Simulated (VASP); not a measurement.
# O (C2/m) in VASP: a series of runs, part 2 of 2

VASP 6.6.1. Earlier steps stand in the parts before.

## Step 3: Single point, PBEsol

This run uses another cell than the first one, of 17.63 Å³/atom.

Contents of INCAR:

```
PREC     = Accurate       # precision mode
ENCUT    = 520            # plane-wave cutoff, eV
EDIFF    = 1E-6           # SCF threshold, eV
ISMEAR   = -1             # smearing method
SIGMA    = 0.05           # smearing width, eV
LREAL    = F              # projectors in reciprocal space
LASPH    = T              # aspherical terms in the spheres
NELM     = 100            # most SCF steps
ALGO     = Normal         # electronic algorithm
ISIF     = 2              # what is computed and relaxed
LWAVE    = F              # write WAVECAR
LCHARG   = F              # write CHGCAR
GGA      = PS             # functional
NBANDS   = 13             # bands
```

Contents of KPOINTS:

```
Automatic mesh
0
Gamma
  8 8 6
```

Contents of POSCAR:

```
O
1.0
    2.8514028533     -1.6624159400      0.0000000000
    2.8514028533      1.6624159400      0.0000000000
   -2.3944914034      0.0000000000      3.7199911860
O
2
Direct
    0.9745461700      0.9745461700      0.8444259800
    0.0254538300      0.0254538300      0.1555740200
```

Potentials or basis: VASP PAW PBE potentials, release 64 (O).

Launch:

```console
cat potpaw_PBE.64/O/POTCAR > POTCAR
mpirun -np 1 vasp_std > vasp.out
```

OUTCAR:

```text
PREC = Accurate
   ENCUT = 520
   EDIFF = 1E-6
   ISMEAR = -1
   LREAL = F
   LASPH = T
   NELM = 100
   ISIF = 2
   GGA = PS

 ion  position               nearest neighbor table
   1  0.975  0.975  0.844-   2 1.24
   2  0.025  0.025  0.156-   1 1.24

  LATTYP: Found a base centered monoclinic cell.
 ALAT       =     5.7028057066
 B/A-ratio  =     0.5830168607
 C/A-ratio  =     0.7757614232
 COS(beta)  =    -0.5412482776

  Lattice vectors:

[... 560 lines left out ...]
      6      -2.1266      1.49105
      7      -1.9133      0.07889
      8       5.8419      0.00000
      9       7.7752      0.00000
     10       9.8946      0.00000
     11      11.9223      0.00000
     12      16.5079      0.00000
     13      17.4280      0.00000

 [... further k-points ...]
[... 5 lines left out ...]
  --------------------------------------------------------------------------------------
  -------------------------------------------------------------------------------------
  Total       -0.3645015     -0.8441130     -1.6922246      0.0000000      0.0000000      0.6830489
  in kB      -16.5592143    -38.3478484    -76.8773497      0.0000000      0.0000000     31.0307468
  external PRESSURE =     -43.9281375 kB  Pullay stress =       0.0000000 kB

 VOLUME and BASIS-vectors are now :
 -----------------------------------------------------------------------------
  energy-cutoff  :      520.00
  volume of cell :       35.27
      direct lattice vectors                 reciprocal lattice vectors
     2.851402853 -1.662415940  0.000000000     0.175352283 -0.300767087  0.112871110
     2.851402853  1.662415940  0.000000000     0.175352283  0.300767087  0.112871110
    -2.394491403  0.000000000  3.719991186     0.000000000  0.000000000  0.268817841

 POSITION                                       TOTAL-FORCE (eV/Angst)
 -----------------------------------------------------------------------------------
      3.53568      0.00000      3.14126        -0.589682      0.000000      0.945428
     -0.22736      0.00000      0.57873         0.589682      0.000000     -0.945428
 -----------------------------------------------------------------------------------
    total drift:                                0.000000      0.000000      0.000000

  FREE ENERGIE OF THE ION-ELECTRON SYSTEM (eV)
  ---------------------------------------------------
  free  energy   TOTEN  =        -9.4821198591 eV

  energy  without entropy=       -9.4267038994  energy(sigma->0) =       -9.45441188
```

Wall time 21 s (1 thread of Intel Xeon 6975P-C (Granite Rapids), shared host); peak memory 0.18 GiB.

What came out:

```yaml
Free_energy: -9.4821 eV
Pressure: -4.4 GPa
Largest_force: 1.114 eV/Å
Band_gap_on_the_k_mesh: zero (bands 6 and 7 overlap by 0.30 eV)
```

Forces on the atoms (eV/Å):
```
O   -0.590  0.000  0.945
O    0.590  0.000 -0.945
```

Caveat: the standard files for N, O and F lose accuracy on very short bonds; spin is off for a triplet molecule; the cell stands under tension; this functional lacks dispersion, which holds the molecules together, so the pressure and a relaxed volume are unreliable; the PAW data sets were made with another functional, which shifts forces and pressure a little.

## Step 4: Single point, PBEsol

This run uses another cell than the first one, of 17.98 Å³/atom.

Contents of INCAR:

```
SYSTEM = O
PREC = Accurate
ENCUT = 520
EDIFF = 1E-6
ISMEAR = -1
SIGMA = 0.05
LREAL = .False.
LASPH = .True.
NELM = 60
ALGO = Normal
ISIF = 2
LWAVE = .False.
LCHARG = .False.
GGA = PS
NBANDS = 13
```

Contents of KPOINTS:

```
regular mesh
0
Gamma
  8 8 6
  0 0 0
```

Edit POSCAR of step 3 so:

```diff
@@ -4,3 +4,3 @@
     2.8514028533      1.6624159400      0.0000000000
-   -2.3944914034      0.0000000000      3.7199911860
+   -2.3944914034      0.0000000000      3.7929321897
 O
```

Launch:

```console
cat potpaw_PBE.64/O/POTCAR > POTCAR
mpirun -np 1 vasp_std > vasp.out
```

Run time: 23 s. Hardware: 1 thread of Intel Xeon 6975P-C (Granite Rapids), shared host; peak memory 0.18 GiB.

Results (log left out):

* Free energy: -9.4372 eV
* Pressure: -6.7 GPa
* Largest force: 2.388 eV/Å
* Band gap on the k mesh: zero (bands 6 and 7 overlap by 0.29 eV)

Forces in eV/Å, atoms in the order of the input:
```
O   -1.085  0.000  2.128
O    1.085  0.000 -2.128
```

Stress tensor (GPa, compression positive):
```
 -2.80   0.00   5.70
  0.00  -3.79   0.00
  5.70   0.00 -13.53
```

Levels at points of the mesh, in eV from the Fermi level:
```csv
k point,band 2,band 3,band 4,band 5,band 6,band 7,band 8,band 9,band 10,band 11
"(0.00, 0.00, 0.00)",-13.74,-7.32,-5.60,-5.57,-0.05,0.21,6.84,9.24,13.81,15.13
"(0.50, 0.00, 0.00)",-13.74,-6.88,-6.73,-5.74,-0.25,0.08,8.97,10.60,11.35,14.78
"(0.50, 0.50, 0.00)",-13.89,-6.70,-6.65,-5.94,-0.07,0.33,8.66,10.87,11.70,12.39
"(0.00, 0.00, 0.50)",-14.10,-6.55,-5.67,-5.66,0.14,0.31,6.36,8.39,11.23,18.09
"(0.50, 0.00, 0.50)",-13.86,-6.56,-6.55,-5.86,-0.53,0.13,7.67,10.89,12.36,13.31
"(0.50, 0.50, 0.50)",-13.81,-6.76,-6.56,-5.84,-0.30,0.09,7.58,10.85,11.56,15.71
```

Caveat: spin is off for a triplet molecule; the cell stands under tension; this functional lacks dispersion, which holds the molecules together, so the pressure and a relaxed volume are unreliable; the PAW data sets were made with another functional, which shifts forces and pressure a little.

## Step 5: Single point, PBEsol

This run uses another cell than the first one, of 17.29 Å³/atom.

Contents of INCAR:

```
SYSTEM = O
  PREC = Accurate
  ENCUT = 520
  EDIFF = 1E-6
  ISMEAR = -1
  SIGMA = 0.03
  LREAL = .FALSE.
  LASPH = .TRUE.
  NELM = 100
  ALGO = Normal
  ISIF = 2
  LWAVE = .FALSE.
  LCHARG = .FALSE.
  GGA = PS
  NBANDS = 13
```

Contents of KPOINTS:

```
Automatic mesh
0
G
  6 6 4
  0 0 0
```

Edit POSCAR of step 4 so:

```diff
@@ -4,3 +4,3 @@
     2.8514028533      1.6624159400      0.0000000000
-   -2.3944914034      0.0000000000      3.7929321897
+   -2.3944914034      0.0000000000      3.6470501824
 O
```

Launch:

```console
cat potpaw_PBE.64/O/POTCAR > POTCAR
mpirun -np 1 vasp_std > vasp.out
```

It took 13 s on 1 thread of Intel Xeon Platinum 8559C (Emerald Rapids), shared host; peak memory 0.15 GiB.

Results (log left out):

```yaml
Free_energy: -9.4821 eV
Pressure: -1.8 GPa
Largest_force: 0.433 eV/Å
Band_gap_on_the_k_mesh: zero (bands 6 and 7 overlap by 0.25 eV)
```

Forces in eV/Å, atoms in the order of the input:
```
O    0.005  0.000 -0.433
O   -0.005  0.000  0.433
```

Stress tensor (GPa, compression positive):
```
-0.23  0.00 -0.08
 0.00 -4.12  0.00
-0.08  0.00 -1.07
```

Levels at points of the mesh, in eV from the Fermi level:
```tsv
k point	band 3	band 4	band 5	band 6	band 7	band 8	band 9	band 10
(0.00, 0.00, 0.00)	-7.82	-6.31	-6.27	-0.11	0.17	6.65	10.41	14.19
(0.50, 0.00, 0.00)	-7.42	-7.32	-6.43	-0.29	0.12	9.72	10.70	11.20
(0.50, 0.50, 0.00)	-7.33	-7.10	-6.65	-0.03	0.36	9.70	10.56	11.48
(0.00, 0.00, 0.50)	-6.92	-6.39	-6.38	0.12	0.31	6.81	8.20	11.89
(0.50, 0.00, 0.50)	-7.20	-6.95	-6.57	-0.59	0.13	8.34	10.64	12.39
(0.50, 0.50, 0.50)	-7.20	-7.17	-6.53	-0.32	0.05	8.05	10.63	11.73
```

Caveat: the k points lie up to 0.43 Å⁻¹ apart; the standard files for N, O and F lose accuracy on very short bonds; spin is off for a triplet molecule; this functional lacks dispersion, which holds the molecules together, so the pressure and a relaxed volume are unreliable; the PAW data sets were made with another functional, which shifts forces and pressure a little.

## Step 6: Overview

| cell | k mesh | smearing | gap on the mesh (eV) | pressure (GPa) | largest force (eV/Å) |
| --- | --- | --- | --- | --- | --- |
| a = 3.301, b = 3.301, c = 4.393 Å, angles 118.1, 118.1, 60.5°, 2 atoms | 8 × 8 × 6 | fermi-dirac 0.05 eV | none | -3.1 | 0.42 |
| a = 3.301, b = 3.301, c = 4.424 Å, angles 117.9, 117.9, 60.5°, 2 atoms | 8 × 8 × 6 | fermi-dirac 0.05 eV | none | -4.4 | 1.11 |
| a = 3.301, b = 3.301, c = 4.486 Å, angles 117.5, 117.5, 60.5°, 2 atoms | 8 × 8 × 6 | fermi-dirac 0.05 eV | none | -6.7 | 2.39 |
| a = 3.301, b = 3.301, c = 4.363 Å, angles 118.3, 118.3, 60.5°, 2 atoms | 6 × 6 × 4 | fermi-dirac 0.03 eV | none | -1.8 | 0.43 |

Alike in all rows: task single point; level PBEsol; potentials or basis VASP PAW PBE potentials, release 64 (O); no spin polarisation; cutoff (eV) 520.

Caveats: some runs use coarse meshes; spin is off for a triplet molecule; this functional lacks dispersion, which holds the molecules together, so the pressure and a relaxed volume are unreliable; the PAW data sets were made with another functional, which shifts forces and pressure a little; the standard files for N, O and F lose accuracy on very short bonds (at least some runs); the cell stands under tension (at least some runs).

Total energies depend on the potentials used, so only differences within one code and one set of settings carry meaning.
